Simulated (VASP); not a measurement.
# InAs (P-6m2) in VASP: a series of runs

The runs below take InAs through single point, with PBE.

Program: VASP 6.6.1. These are calculated values, not measurements. Logs are shortened: lines on timing, memory, paths and dates and some standing lists are left out, and cuts for length are marked.

### Step 1. The cell of the first run

The structure is hexagonal, space group P-6m2 (No. 187). Conventional cell: a = 4.635 Å, b = 4.635 Å, c = 2.851 Å, α = 90.00°, β = 90.00°, γ = 120.00°. Within 3.5 Å of In (site symmetry -6m2) lie 3 As at 2.68 Å and 2 In at 2.85 Å. As (site symmetry -6m2) has 3 In at 2.68 Å and 2 As at 2.85 Å within 3.5 Å.

### Step 2. Single point, PBE

The input, INCAR:

```
SYSTEM = InAs
PREC = Accurate ; ENCUT = 520
EDIFF = 1E-7 ; ISMEAR = -1
SIGMA = 0.05 ; LREAL = .False.
LASPH = .True. ; NELM = 80
ALGO = Normal ; ISIF = 2
LWAVE = .False. ; LCHARG = .True.
GGA = PE ; LELF = .True.
LVHAR = .True. ; NBANDS = 16
```

The input, KPOINTS:

```
Automatic mesh
0
Gamma
  7 7 9
  0 0 0
```

The input, POSCAR:

```
InAs
1.0
    4.6346373893      0.0000000000      0.0000000000
   -2.3173186946      4.0137169384      0.0000000000
    0.0000000000      0.0000000000      2.8514674080
In As
1 1
Direct
    0.0000000000      0.0000000000      0.0000000000
    0.6666700000      0.3333300000      0.0000000000
```

Potentials or basis: VASP PAW PBE potentials, release 64 (In_d, As).

On the command line:

```console
$ cat potpaw_PBE.64/In_d/POTCAR potpaw_PBE.64/As/POTCAR > POTCAR
$ mpirun -np 1 vasp_std > vasp.out
```

OUTCAR:

```text
SYSTEM = InAs
   PREC = Accurate
   ENCUT = 520
   EDIFF = 1E-7
   ISMEAR = -1
   LREAL = .False.
   LASPH = .True.
   NELM = 80
   ISIF = 2
   GGA = PE

 ion  position               nearest neighbor table
   1  0.000  0.000  0.000-   2 2.68   2 2.68   2 2.68
   2  0.667  0.333  0.000-   1 2.68   1 2.68   1 2.68

  LATTYP: Found a hexagonal cell.
 ALAT       =     4.6346373893
 C/A-ratio  =     0.6152514573

  Lattice vectors:

 A1 = (   4.6346373893,   0.0000000000,   0.0000000000)
 A2 = (  -2.3173186946,   4.0137169384,   0.0000000000)
 A3 = (   0.0000000000,   0.0000000000,   2.8514674080)

Analysis of symmetry for initial positions (statically):
=====================================================================
 Subroutine PRICEL returns:
 Original cell was already a primitive cell.

 Routine SETGRP: Setting up the symmetry group for a
 hexagonal supercell.

 Subroutine GETGRP returns: Found  4 space group operations
 (whereof  4 operations were pure point group operations)
 out of a pool of 24 trial point group operations.

The static configuration has the point symmetry C_2v.

Analysis of symmetry for dynamics (positions and initial velocities):
=====================================================================
 Subroutine PRICEL returns:
 Original cell was already a primitive cell.

 Routine SETGRP: Setting up the symmetry group for a
 hexagonal supercell.

 Subroutine GETGRP returns: Found  4 space group operations
 (whereof  4 operations were pure point group operations)
 out of a pool of 24 trial point group operations.

The dynamic configuration has the point symmetry C_2v.

 Subroutine INISYM returns: Found  4 space group operations
 (whereof  4 operations are pure point group operations),
 and found     1 'primitive' translations

----------------------------------------------------------------------------------------

                                     Primitive cell

  volume of cell :      53.0433

  direct lattice vectors                    reciprocal lattice vectors
     4.634637389  0.000000000  0.000000000     0.215766610  0.124572811  0.000000000
    -2.317318695  4.013716938  0.000000000     0.000000000  0.249145621  0.000000000
     0.000000000  0.000000000  2.851467408     0.000000000  0.000000000  0.350696626

  length of vectors
[... 74 lines left out ...]
   ISTART =      0    job   : 0-new  1-cont  2-samecut
   ICHARG =      2    charge: 1-file 2-atom 10-const
   ISPIN  =      1    spin polarized calculation?
   LNONCOLLINEAR =      F non collinear calculations
   LSORBIT =      F    spin-orbit coupling
   LASPH  =      T    aspherical Exc in radial PAW
   ENCUT  =  520.0 eV  38.22 Ry    6.18 a.u.   8.62  8.62  5.30*2*pi/ulx,y,z
   NELM   =     80;   NELMIN=  2; NELMDL= -5     # of ELM steps
   EDIFF  = 0.1E-06   stopping-criterion for ELM
   LREAL  =      F    real-space projection
   EDIFFG = 0.1E-05   stopping-criterion for IOM
   NSW    =      0    number of steps for IOM
   IBRION =     -1    ionic relax: 0-MD 1-quasi-New 2-CG
   NFREE  =      0    steps in history (QN), initial steepest desc. (CG)
   ISIF   =      2    stress and relaxation
   ISYM   =      2    0-nonsym 1-usesym 2-fastsym
   POTIM  = 0.5000    time-step for ionic-motion
   TEBEG  =    0.0;   TEEND  =   0.0 temperature during run
   PSTRESS=    0.0 pullay stress
   NELECT =      18.0000    total number of electrons
   NUPDOWN=      -1.0000    fix difference up-down
   EMIN   =  10.00;   EMAX   =-10.00  energy-range for DOS
   EFERMI =   0.00;   METHOD = LEGACY
   ISMEAR =    -1;   SIGMA  =   0.05  broadening in eV -4-tet -1-fermi 0-gaus
   EFERMI_NEDOS =   21; number of points for ismear=-14 and -15
   IALGO  =     38    algorithm
   IMIX   =      4    mixing-type and parameters
     AMIX     =   0.40;   BMIX     =  1.00
     AMIX_MAG =   1.60;   BMIX_MAG =  1.00
  volume/ion in A,a.u.               =      26.52       178.98
  Fermi-wavevector in a.u.,A,eV,Ry     =   1.141884  2.157848 17.740627  1.303899
  Thomas-Fermi vector in A             =   2.278583
   LORBIT       =      0    0 simple, 1 ext, 2 COOP (PROOUT), +10 PAW based schemes
   GGA     = PE    functional components
   LHFCALC =     F    Hartree Fock is set to
   AEXX    =    0.0000 exact exchange contribution
   IVDW    =     0    specifies the selected vdW correction
   LEPSILON=     F    determine dielectric tensor
   LRPA    =     F    only Hartree local field effects (RPA)
 non-spin polarized calculation
  energy-cutoff  :      520.00
  volume of cell :       53.04
 maximum number of plane-waves:      1448
   NGX = 17   NGY = 17   NGZ = 11

 number of electron      18.0000008 magnetization

 Free energy of the ion-electron system (eV)
  ---------------------------------------------------
  ext. energy  EPLUGINS =         0.00000000
  ---------------------------------------------------
  free energy    TOTEN  =        -6.79846611 eV

  energy without entropy =       -6.78529530  energy(sigma->0) =       -6.79188070

 E-fermi :   5.2315     XC(G=0):  -9.3506

 val. band max:        5.1942465517   @ k =   0.1429  -0.0000   0.3333
 cond. band min:       5.2879961581   @ k =   0.2857  -0.0000   0.2222
 fundamental gap:      0.0937496065
 Fermi energy:         5.2315176980

 k-point     1 :       0.0000    0.0000    0.0000
  band No.  band energies     occupation
      1      -9.9421      2.00000
      2      -9.3947      2.00000
      3      -9.3947      2.00000
      4      -9.0870      2.00000
      5      -9.0870      2.00000
      6      -7.4104      2.00000
[... 433 lines left out ...]
      3      -9.3650      2.00000
      4      -9.1424      2.00000
      5      -9.1390      2.00000
      6      -6.8247      2.00000
[... 8 lines left out ...]
     15      16.9943      0.00000
     16      17.3517      0.00000

 [... further k-points ...]
[... 5 lines left out ...]
  --------------------------------------------------------------------------------------
  -------------------------------------------------------------------------------------
  Total        1.8058809      1.8056087      2.0177099     -0.0002382      0.0000000      0.0000000
  in kB       54.5467371     54.5385156     60.9450439     -0.0071958      0.0000000      0.0000000
  external PRESSURE =      56.6767655 kB  Pullay stress =       0.0000000 kB

 VOLUME and BASIS-vectors are now :
 -----------------------------------------------------------------------------
  energy-cutoff  :      520.00
  volume of cell :       53.04
      direct lattice vectors                 reciprocal lattice vectors
     4.634637389  0.000000000  0.000000000     0.215766610  0.124572811  0.000000000
    -2.317318695  4.013716938  0.000000000     0.000000000  0.249145621  0.000000000
     0.000000000  0.000000000  2.851467408     0.000000000  0.000000000  0.350696626

 POSITION                                       TOTAL-FORCE (eV/Angst)
 -----------------------------------------------------------------------------------
      0.00000      0.00000      0.00000         0.000172     -0.000099      0.000000
      2.31734      1.33789      0.00000        -0.000172      0.000099      0.000000
 -----------------------------------------------------------------------------------
    total drift:                               -0.000018     -0.000030      0.000000

  FREE ENERGIE OF THE ION-ELECTRON SYSTEM (eV)
  ---------------------------------------------------
  free  energy   TOTEN  =        -6.7984661127 eV

  energy  without entropy=       -6.7852952971  energy(sigma->0) =       -6.79188070
```

stdout:

```text
POSCAR found type information on POSCAR InAs
 POSCAR found :  2 types and       2 ions
 scaLAPACK will be used
 LDA part: xc-table for (Slater+PW92), standard interpolation
 POSCAR, INCAR and KPOINTS ok, starting setup
 FFT: planning ... GRIDC
 FFT: planning ... GRID_SOFT
 FFT: planning ... GRID
 WAVECAR not read
 entering main loop
```

It took 36 s on 1 thread of AMD EPYC 9R45 (Zen 5), shared host; peak memory 0.19 GiB.

Results:

| Property | Result |
| --- | --- |
| Free energy | -6.7985 eV |
| Pressure | 5.7 GPa |
| Band gap on the k mesh | zero (band 9 reaches 6.59 eV, above the bottom of band 10 at 4.14 eV) |

Caveat: spin-orbit coupling is left out, which moves the levels of the heavy elements.

### Step 3. Single point, PBE

This run uses another cell than the first one, of 27.09 Å³/atom, 1.021 times its volume.

The input, INCAR:

```
ALGO = Normal
EDIFF = 1E-6
ENCUT = 520
GGA = PE
ISIF = 2
ISMEAR = -1
LASPH = T
LCHARG = F
LREAL = F
LWAVE = F
NBANDS = 16
NELM = 80
PREC = Accurate
SIGMA = 0.05
```

The input, KPOINTS:

```
k-points
0
Gamma
  7 7 9
```

The input, POSCAR:

```
InAs
1.0
    4.6672767561      0.0000000000      0.0000000000
   -2.3336383781      4.0419834820      0.0000000000
    0.0000000000      0.0000000000      2.8715488260
In As
1 1
Direct
    0.0000000000      0.0000000000      0.0000000000
    0.6666700000      0.3333300000      0.0000000000
```

Potentials or basis: VASP PAW PBE potentials, release 64 (In_d, As).

On the command line:

```console
$ cat potpaw_PBE.64/In_d/POTCAR potpaw_PBE.64/As/POTCAR > POTCAR
$ mpirun -np 1 vasp_std > vasp.out
```

It took 31 s on 1 thread of AMD EPYC 9R45 (Zen 5), shared host; peak memory 0.2 GiB.

Results (log left out):

```
Free energy            : -6.8338 eV
Pressure               : 4.3 GPa
Band gap on the k mesh : zero (band 9 reaches 6.34 eV, above the bottom of band 10 at 3.94 eV)
```

Stress tensor (GPa, compression positive):
```
4.11 0.00 0.00
0.00 4.11 0.00
0.00 0.00 4.74
```

Levels at points of the mesh, in eV from the Fermi level:
| k point | band 7 | band 8 | band 9 | band 10 | band 11 | band 12 |
| --- | --- | --- | --- | --- | --- | --- |
| (0.00, 0.00, 0.00) | -3.97 | -2.54 | -2.54 | 2.09 | 2.09 | 4.33 |

Caveat: spin-orbit coupling is left out, which moves the levels of the heavy elements.
